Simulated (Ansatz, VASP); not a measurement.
**Rb3LuBe2: VASP beside Ansatz**

```
CELL_PARAMETERS angstrom
4.12222 0.00000 0.00000
0.00000 4.12222 0.00000
0.00000 0.00000 9.04280
ATOMIC_POSITIONS crystal
Rb 0.50000 0.50000 0.00000
Rb 0.00000 0.50000 0.37740
Rb 0.50000 0.00000 0.62260
Lu 0.00000 0.00000 0.00000
Be 0.00000 0.50000 0.73723
Be 0.50000 0.00000 0.26277
```

Change from the starting cell: species swapped into the Hf2CuSb3 type (P-4m2, No. 115).

Alike in both runs: task relaxation of cell and atoms; functional PBE; k mesh 4 × 4 × 2; occupations gaussian, width 0.1 eV; no spin polarisation.

|  | VASP | Ansatz |
| --- | --- | --- |
| version | VASP 6.6.1 | Ansatz 0.2.0 |
| potentials or method | VASP PAW PBE potentials, release 64 (Rb_sv, Lu, Be), cutoff 600 eV | scalar-relativistic, plane waves, PAW |
| valence electrons in the cell | 56 | 56 |

VASP gave:

* gap on the k mesh at the Fermi level, each at its own relaxed structure (eV): none
* relaxed volume (Å³/atom): 41.64
* relaxed length of the cell vector where the two differ most in proportion (Å): 8.636

**Question.** Which values does Ansatz return?

**Answer.** gap on the k mesh at the Fermi level, each at its own relaxed structure (eV): none; relaxed volume (Å³/atom): 40.80; relaxed length of the cell vector where the two differ most in proportion (Å): 8.570.

A gap of «none» marks a metal or a gap that the smearing closes.

The k mesh is coarse, so the values compare programs but aren't converged. Neither program's run includes spin-orbit coupling. Noted on VASP's run: the volume moved by over 15 % at a fixed basis, so the end points are rough.
